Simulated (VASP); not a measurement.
Wanted: the native input for a VASP 6.6.1 run.

```
Task                   : single point
Functional             : r2SCAN
Potentials or basis    : VASP PAW PBE potentials, release 64 (Au)
Cutoff                 : 520 eV
k mesh                 : 18 × 18 × 6
Occupations            : gaussian, width 0.1 eV
Spin                   : no spin polarisation
Dipole correction      : no
Further INCAR settings : ALGO = Normal; EDIFF = 1e-06; NBANDS = 30
```

Crystal: Au.

```
Au
1.0
     2.90855    0.00000    0.00000
    -1.45427    2.51887    0.00000
     0.00000    0.00000    9.58507
Au
4
Cartesian
  0.0000 0.0000 0.0000
  0.0000 0.0000 4.7925
  0.0000 1.6792 7.1888
  1.4543 0.8396 2.3963
```

The input as run:

POSCAR

```
Au
1.0
    2.9085451500      0.0000000000      0.0000000000
   -1.4542725750      2.5188739880      0.0000000000
    0.0000000000      0.0000000000      9.5850747628
Au
4
Direct
    0.0000000000      0.0000000000      0.0000000000
    0.0000000000      0.0000000000      0.5000000000
    0.3333333333      0.6666666667      0.7500000000
    0.6666666667      0.3333333333      0.2500000000
```

INCAR.step1

```
SYSTEM = Au
PREC = Accurate ; ENCUT = 520
ISMEAR = 0 ; SIGMA = 0.1
LREAL = .FALSE. ; LASPH = .TRUE.
NELM = 80 ; NBANDS = 30
GGA = PE ; ALGO = Normal
EDIFF = 1E-4 ; LWAVE = .TRUE.
LCHARG = .FALSE.
```

INCAR.step2

```
SYSTEM = Au
PREC = Accurate ; ENCUT = 520
EDIFF = 1E-6 ; ISMEAR = 0
SIGMA = 0.1 ; LREAL = .FALSE.
LASPH = .TRUE. ; NELM = 80
ALGO = Normal ; ISIF = 2
LWAVE = .FALSE. ; LCHARG = .TRUE.
METAGGA = R2SCAN ; LMIXTAU = .TRUE.
LELF = .TRUE. ; LVHAR = .TRUE.
NBANDS = 30 ; ISTART = 1
```

KPOINTS

```
regular mesh
0
G
  18 18 6
  0 0 0
```

Potentials or basis: VASP PAW PBE potentials, release 64 (Au).

The run is started by

```console
$ cat potpaw_PBE.64/Au/POTCAR > POTCAR
$ cp INCAR.step1 INCAR
$ mpirun -np 1 vasp_std > vasp.out
$ cp INCAR.step2 INCAR
$ mpirun -np 1 vasp_std > vasp.out
```

Results of the run:

```yaml
Pressure: 0.2 GPa
Band_gap_on_the_k_mesh: zero (band 22 reaches 11.81 eV, above the bottom of band 23 at 6.35 eV)
```

Caveat: the PAW data sets were made with another functional, which shifts forces and pressure a little; spin-orbit coupling is left out, which moves the levels of the heavy elements.

Run time: 25 min on 1 thread of AMD EPYC 7R43 64-Core Processor (Zen 3), on a shared host, peak memory 0.33 GiB.
